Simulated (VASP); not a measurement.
Cu, 2 atoms in the cell. The structure is hexagonal, space group P6_3/mmc (No. 194). Conventional cell: a = 2.534 Å, b = 2.534 Å, c = 4.113 Å, α = 90.00°, β = 90.00°, γ = 120.00°. Cu (site symmetry -6m2) has 12 Cu at 2.52 to 2.53 Å within 3.3 Å. 

| Item | Value |
| --- | --- |
| Program | VASP 6.6.1 |
| Task | single point |
| Functional | r2SCAN |
| Potentials or basis | VASP PAW PBE potentials, release 64 (Cu) |
| Cutoff | 520 eV |
| k mesh | 10 × 10 × 6 |
| Occupations | fermi-dirac, width 0.1 eV |
| Spin | no spin polarisation |
| Dipole correction | no |
| Further INCAR settings | ALGO = Normal; EDIFF = 1e-07; NBANDS = 18 |

Potentials or basis: VASP PAW PBE potentials, release 64 (Cu).

The run is started by

```console
$ cat potpaw_PBE.64/Cu/POTCAR > POTCAR
$ cp INCAR.step1 INCAR
$ mpirun -np 1 vasp_std > vasp.out
$ cp INCAR.step2 INCAR
$ mpirun -np 1 vasp_std > vasp.out
```

Hardware: 1 thread of Intel(R) Xeon(R) 6975P-C (Granite Rapids) (shared host).

Question: Estimate the wall time of this run.

Answer: It took 53 s on 1 thread of Intel(R) Xeon(R) 6975P-C (Granite Rapids), on a shared host, peak memory 0.14 GiB. Counts: k points 56.
